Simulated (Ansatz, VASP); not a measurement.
**LiNbO3 in VASP and in Ansatz**

The input INCAR:

```
SYSTEM = LiNbO3
PREC = Accurate
ENCUT = 520
EDIFF = 1E-7
ISMEAR = 0
SIGMA = 0.05
LREAL = .FALSE.
LASPH = .TRUE.
NELM = 80
ALGO = Normal
ISIF = 2
LWAVE = .FALSE.
LCHARG = .FALSE.
GGA = PE
NBANDS = 45
```

Contents of KPOINTS:

```
Automatic mesh
0
G
  6 6 6
  0 0 0
```

The input POSCAR:

```
LiNbO3
1.0
    2.6642425458      1.5382011510      4.6451956867
   -2.6642425458      1.5382011510      4.6451956867
    0.0000000000     -3.0764023020      4.6451956867
Li Nb O
2 2 6
Direct
    0.2815913687      0.2815913687      0.2815913687
    0.7815913687      0.7815913687      0.7815913687
    0.0004900497      0.0004900497      0.0004900497
    0.5004900497      0.5004900497      0.5004900497
    0.1104619503      0.3580262714      0.7211003599
    0.7211003599      0.1104619503      0.3580262714
    0.3580262714      0.7211003599      0.1104619503
    0.2211003599      0.8580262714      0.6104619503
    0.8580262714      0.6104619503      0.2211003599
    0.6104619503      0.2211003599      0.8580262714
```

Input for Ansatz:

```yaml
crystal:
  lattice:
    - [2.6642425458, 1.538201151, 4.6451956867]
    - [-2.6642425458, 1.538201151, 4.6451956867]
    - [0.0, -3.076402302, 4.6451956867]
  atoms:
    - { symbol: Li, position: [0.2815913687, 0.2815913687, 0.2815913687] }
    - { symbol: Li, position: [0.7815913687, 0.7815913687, 0.7815913687] }
    - { symbol: Nb, position: [0.0004900497, 0.0004900497, 0.0004900497] }
    - { symbol: Nb, position: [0.5004900497, 0.5004900497, 0.5004900497] }
    - { symbol: O, position: [0.1104619503, 0.3580262714, 0.7211003599] }
    - { symbol: O, position: [0.7211003599, 0.1104619503, 0.3580262714] }
    - { symbol: O, position: [0.3580262714, 0.7211003599, 0.1104619503] }
    - { symbol: O, position: [0.2211003599, 0.8580262714, 0.6104619503] }
    - { symbol: O, position: [0.8580262714, 0.6104619503, 0.2211003599] }
    - { symbol: O, position: [0.6104619503, 0.2211003599, 0.8580262714] }
basis:
  ecutwfc: 520.0
kpoints:
  mp_grid: { grid: [6, 6, 6] }
hamiltonian:
  xc: pbe
  pseudopotentials: { kind: paw, azcp: { folder: soft_1 } }
scf:
  occupations: { method: gaussian, width: 0.05 }
output:
  forces: true
  stress: true
  eigenvalues: true
```

Alike in both runs: task single point; functional PBE; k mesh 6 × 6 × 6; occupations gaussian, width 0.05 eV; no spin polarisation.

|  | VASP | Ansatz |
| --- | --- | --- |
| version | VASP 6.6.1 | Ansatz 0.2.0 |
| potentials or method | VASP PAW PBE potentials, release 64 (Li_sv, Nb_sv, O), cutoff 520 eV | scalar-relativistic, plane waves, PAW |
| valence electrons in the cell | 68 | 68 |

|  | VASP | Ansatz | Ansatz less VASP |
| --- | --- | --- | --- |
| gap on the k mesh at the Fermi level (eV) | 3.31 | 3.32 | +0.014 |
| least direct gap on the mesh (eV) | 3.36 | 3.37 | +0.012 |
| rms of the force components (eV/Å) | 0.319 | 0.321 | +0.0020 |

Atom by atom the forces differ by 0.008 eV/Å (rms over components). With one functional, cell and mesh, what is left measures potentials, basis and numerics.

Noted on VASP's run: the cutoff is short for stress, so the pressure is rough.
